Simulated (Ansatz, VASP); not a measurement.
## SrTiO3: VASP beside Ansatz

```xyz
5
Lattice="3.8522 0.0000 0.0000 0.0000 3.8522 0.0000 0.0000 0.0000 3.8522" Properties=species:S:1:pos:R:3 pbc="T T T"
Sr    0.0000    0.0000    0.0000
Ti    1.9261    1.9261    1.9261
O     0.0000    1.9261    1.9261
O     1.9261    0.0000    1.9261
O     1.9261    1.9261    0.0000
```

Change from the starting cell: volume scaled by 0.96, ions relaxed.

Alike in both runs: task relaxation of the atoms; functional PBE; k mesh 8 × 8 × 8; occupations fermi-dirac, width 0.02 eV; no spin polarisation.

|  | VASP | Ansatz |
| --- | --- | --- |
| version | VASP 6.6.1 | Ansatz 0.2.0 |
| potentials or method | VASP PAW PBE potentials, release 64 (Sr_sv, Ti_sv, O) | plane-wave PAW, scalar-relativistic |
| plane-wave cutoff (eV) | 520 | 420 |
| valence electrons in the cell | 40 | 40 |

|  | VASP | Ansatz | Ansatz less VASP |
| --- | --- | --- | --- |
| gap on the k mesh at the Fermi level, each at its own relaxed structure (eV) | 1.93 | 1.96 | +0.034 |

Ansatz's warnings: stress scf threshold loose.

Noted on VASP's run: the relaxation stopped at its first step, so nothing moved.
